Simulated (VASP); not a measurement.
Input of a VASP 6.6.1 run:

INCAR

```
PREC     = Accurate       # precision mode
ENCUT    = 520            # plane-wave cutoff, eV
EDIFF    = 1E-6           # SCF threshold, eV
ISMEAR   = -1             # smearing method
SIGMA    = 0.06122561905347299 # smearing width, eV
LREAL    = False          # projectors in reciprocal space
LASPH    = True           # aspherical terms in the spheres
NELM     = 100            # most SCF steps
ALGO     = Normal         # electronic algorithm
ISIF     = 2              # what is computed and relaxed
LWAVE    = False          # write WAVECAR
LCHARG   = True           # write CHGCAR
GGA      = PE             # functional
LELF     = True           # ELF
LVHAR    = True         
NBANDS   = 16             # bands
```

KPOINTS

```
regular mesh
0
Gamma
  22 22 22
```

POSCAR

```
ZnO
1.0
    0.0000000000      2.1351571064      2.1351571064
    2.1351571064      0.0000000000      2.1351571064
    2.1351571064      2.1351571064      0.0000000000
Zn O
1 1
Direct
    0.0000000000      0.0000000000      0.0000000000
    0.5000000000      0.5000000000      0.5000000000
```

Potentials or basis: VASP PAW PBE potentials, release 64 (Zn, O).

Run with:

```console
$ cat potpaw_PBE.64/Zn/POTCAR potpaw_PBE.64/O/POTCAR > POTCAR
$ mpirun -np 1 vasp_std > vasp.out
```

(1) What does it give for the pressure?

(2) What does it give for the band gap on the k mesh?

Results:

(1) 8.7 GPa.

(2) 0.91 eV, indirect (least direct gap 2.30 eV).
